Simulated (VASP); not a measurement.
Write the native input for VASP 6.6.1 that does the following.

* Task: single point
* Functional: LDA
* Potentials or basis: VASP PAW LDA potentials, release 64 (Cl)
* Cutoff: 520 eV
* k mesh: 15 × 15 × 8
* Occupations: fermi-dirac, width 0.1 eV
* Spin: no spin polarisation
* Dipole correction: no
* Further INCAR settings: ALGO = Normal; EDIFF = 1e-06; NBANDS = 14

The structure of Cl lies in POSCAR:

```
Cl
1.0
    2.2515451597      0.0000000000      0.0000000000
   -1.1257725798      1.9498953061      0.0000000000
    0.0000000000      0.0000000000      3.9945712492
Cl
2
Direct
    0.3333333333      0.6666666667      0.2500000000
    0.6666666667      0.3333333333      0.7500000000
```

This cell differs from its parent crystal: volume scaled by 0.45.

These files were run (other wordings do the same):

INCAR

```
SYSTEM = Cl
  ALGO = Normal
  EDIFF = 1E-6
  ENCUT = 520
  GGA = CA
  ISIF = 2
  ISMEAR = -1
  LASPH = .TRUE.
  LCHARG = .FALSE.
  LREAL = .FALSE.
  LWAVE = .FALSE.
  NBANDS = 14
  NELM = 100
  PREC = Accurate
  SIGMA = 0.1
```

KPOINTS

```
k-points
0
G
  15 15 8
  0 0 0
```

Potentials or basis: VASP PAW LDA potentials, release 64 (Cl).

The run is started by

```console
$ cat potpaw_LDA.64/Cl/POTCAR > POTCAR
$ mpirun -np 1 vasp_std > vasp.out
```

Results of the run:

```yaml
Pressure: 201.5 GPa
Band_gap_on_the_k_mesh: zero (band 7 reaches 21.88 eV, above the bottom of band 8 at 12.11 eV)
```

Wall time 10 s on 1 thread of Intel(R) Xeon(R) 6975P-C (Granite Rapids), with other jobs on the host, peak memory 0.13 GiB.
